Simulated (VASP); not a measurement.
Here is a VASP 6.6.1 calculation.

File INCAR:

```
SYSTEM = Rb
ALGO = Normal ; EDIFF = 1E-6
ENCUT = 520 ; GGA = CA
ISIF = 2 ; ISMEAR = 1
LASPH = .True. ; LCHARG = .False.
LREAL = .False. ; LWAVE = .False.
NBANDS = 10 ; NELM = 80
PREC = Accurate ; SIGMA = 1.0
```

Contents of KPOINTS:

```
k-points
0
Gamma
  8 8 8
  0 0 0
```

POSCAR

```
Rb
1.0
   -2.6859640533      2.6859640533      2.6859640533
    2.6859640533     -2.6859640533      2.6859640533
    2.6859640533      2.6859640533     -2.6859640533
Rb
1
Direct
    0.0000000000      0.0000000000      0.0000000000
```

Potentials or basis: VASP PAW LDA potentials, release 64 (Rb_sv).

The run is started by

```sh
$ cat potpaw_LDA.64/Rb_sv/POTCAR > POTCAR
$ mpirun -np 1 vasp_std > vasp.out
```

Problem. Predict the pressure.

Solution. 0.0 GPa.

Problem. What does it give for the band gap on the k mesh?

Solution. Zero (an odd number of electrons rules out a gap without spin polarisation).

Caveat: so wide a smearing shifts energies and pressures.
